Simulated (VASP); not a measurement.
Input of a VASP 6.6.1 run:

INCAR

```
SYSTEM = Sn3H
PREC     = Accurate       ! precision mode
ENCUT    = 600            ! plane-wave cutoff, eV
EDIFF    = 1E-6           ! SCF threshold, eV
ISMEAR   = 0              ! smearing method
SIGMA    = 0.1            ! smearing width, eV
LREAL    = .FALSE.        ! projectors in reciprocal space
LASPH    = .TRUE.         ! aspherical terms in the spheres
NELM     = 60             ! most SCF steps
ALGO     = Normal         ! electronic algorithm
ISIF     = 3              ! what is computed and relaxed
LWAVE    = .FALSE.        ! write WAVECAR
LCHARG   = .FALSE.        ! write CHGCAR
GGA      = PE             ! functional
IBRION   = 2              ! ionic algorithm
NSW      = 90             ! ionic steps
EDIFFG   = -0.04          ! ionic threshold
```

Contents of KPOINTS:

```
Automatic mesh
0
G
  3 3 4
  0 0 0
```

Contents of POSCAR:

```
Sn3H
1.0
    6.2157007000      0.0000000000      0.0000000000
   -3.1078503500      5.3829547100      0.0000000000
    0.0000000000      0.0000000000      5.0436551100
Sn H
6 2
Direct
    0.1680732800      0.3361465600      0.2500000000
    0.1680732800      0.8319267200      0.2500000000
    0.6638534400      0.8319267200      0.2500000000
    0.8319267200      0.6638534400      0.7500000000
    0.8319267200      0.1680732800      0.7500000000
    0.3361465600      0.1680732800      0.7500000000
    0.3333333300      0.6666666700      0.7500000000
    0.6666666700      0.3333333300      0.2500000000
```

Potentials or basis: VASP PAW PBE potentials, release 64 (Sn_d, H).

Run with:

```console
$ cat potpaw_PBE.64/Sn_d/POTCAR potpaw_PBE.64/H/POTCAR > POTCAR
$ mpirun -np 1 vasp_std > vasp.out
```

(1) What does it give for the relaxed volume?

(2) What does it give for the band gap on the k mesh?

(3) What does it give for the space group after relaxing (to 0.1 Å)?

(4) Estimate the relaxed cell.

Results:

(1) 22.75 Å³/atom.

(2) zero (bands 43 and 44 overlap by 3.65 eV).

(3) P6_3/mmc (No. 194).

(4) a = 6.264 Å, b = 6.264 Å, c = 5.357 Å, α = 90.00°, β = 90.00°, γ = 120.00°.

Caveat: the k points lie up to 0.39 Å⁻¹ apart in the final cell, too coarse for converged energies and pressures of a metal; spin-orbit coupling is left out, which moves the levels of the heavy elements.
